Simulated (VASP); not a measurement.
## Mg: single point with LDA

The system is Mg.

```
CELL_PARAMETERS angstrom
-1.83599 1.83599 1.67940
1.83599 -1.83599 1.67940
1.83599 1.83599 -1.67940
ATOMIC_POSITIONS crystal
Mg 0.00000 0.00000 0.00000
```

- Program: VASP 6.6.1
- Task: single point
- Functional: LDA
- Potentials or basis: VASP PAW LDA potentials, release 64 (Mg)
- Cutoff: 520 eV
- k mesh: 6 × 6 × 6
- Occupations: gaussian, width 0.1 eV
- Spin: no spin polarisation

```yaml
Pressure: -1.8 GPa
Band_gap_on_the_k_mesh: zero (band 1 reaches 5.74 eV, above the bottom of band 2 at 1.19 eV)
```

Stress tensor (GPa, compression positive):
```
-3.29  0.00  0.00
 0.00 -3.29  0.00
 0.00  0.00  1.21
```

Levels at points of the mesh, in eV from the Fermi level:
| k point | band 1 | band 2 | band 3 | band 4 |
| --- | --- | --- | --- | --- |
| (0.00, 0.00, 0.00) | -7.13 | 11.75 | 13.58 | 13.58 |
| (0.50, 0.00, 0.00) | -1.46 | -0.84 | 8.07 | 8.72 |
| (0.50, 0.50, 0.00) | -1.86 | -1.50 | 9.67 | 10.24 |
| (0.50, 0.50, 0.50) | 3.05 | 3.05 | 3.53 | 4.05 |

Wall time 2.2 s on 1 thread of Intel(R) Xeon(R) 6975P-C (Granite Rapids), with other jobs on the host, peak memory 0.12 GiB.

Caveat: the k points lie up to 0.42 Å⁻¹ apart.
